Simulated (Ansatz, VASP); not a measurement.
## One calculation of SiNi3, two programs

```
Si Ni
1.0
     3.46544    0.00000    0.00000
     0.00000    3.46544    0.00000
     0.00000    0.00000    3.46544
Si Ni
1 3
Direct
  0.00000 0.00000 0.00000
  0.00000 0.50000 0.50000
  0.50000 0.00000 0.50000
  0.50000 0.50000 0.00000
```

Alike in both runs: functional PBE; dispersion D3(BJ); k mesh 12 × 12 × 12; occupations gaussian, width 0.1 eV; no spin polarisation.

Ansatz relaxed the structure, and its values are those at the end. VASP's run is a single point on that final structure, the one shown.

|  | VASP | Ansatz |
| --- | --- | --- |
| version | VASP 6.6.1 | Ansatz 0.2.0 |
| potentials or method | VASP PAW PBE potentials, release 64 (Si, Ni), cutoff 520 eV | scalar-relativistic, plane waves, PAW |
| valence electrons in the cell | 34 | 58 |

```csv
,VASP,Ansatz,Ansatz less VASP
gap on the k mesh at the Fermi level (eV),none,none,-
pressure (GPa),-0.1,0.0,+0.07
```

A gap of «none» marks a metal or a gap that the smearing closes. VASP's potentials hold 34 valence electrons a cell and Ansatz's 58, so a difference there can come from the potentials and not from the codes.
